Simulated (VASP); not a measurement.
The system is I.

```
CELL_PARAMETERS angstrom
3.93454 0.00000 0.00000
-1.96727 3.40741 0.00000
0.00000 0.00000 2.95737
ATOMIC_POSITIONS crystal
I 0.00000 0.00000 0.00000
```

- Program: VASP 6.6.1
- Task: relaxation of cell and atoms
- Functional: PBEsol
- Potentials or basis: VASP PAW PBE potentials, release 64 (I)
- Cutoff: 600 eV
- k mesh: 18 × 18 × 18
- Occupations: gaussian, width 0.1 eV
- Spin: no spin polarisation

At the start: pressure -0.3 GPa; volume 39.65 Å³/atom.

Q: Where does the relaxation end?

A: Over 7 steps the energy falls by 13.0 meV/atom and the volume is 41.96 Å³/atom (+5.8 %); space group P6/mmm (No. 191, to 0.1 Å) before and after.

Step by step:
```tsv
step	energy change (eV)	largest force (eV/Å)	pressure (GPa)	volume (Å³)
1	0.0000	0.0000	-0.28	39.65
2	-0.0050	0.0000	1.25	39.24
3	-0.0064	0.0000	0.73	39.36
4	-0.0102	0.0000	0.55	40.22
5	-0.0124	0.0000	0.34	41.63
6	-0.0106	0.0000	-0.63	42.64
7	-0.0130	0.0000	0.00	41.96
```

Final structure:
```
CELL_PARAMETERS angstrom
4.08269 0.00000 0.00000
-2.04134 3.53571 0.00000
0.00000 0.00000 2.90686
ATOMIC_POSITIONS crystal
I 0.00000 0.00000 0.00000
```

Caveat: the PAW data sets were made with another functional, which shifts forces and pressure a little; an odd number of electrons without spin polarisation forces a metal; a magnetic or distorted state may lie lower.
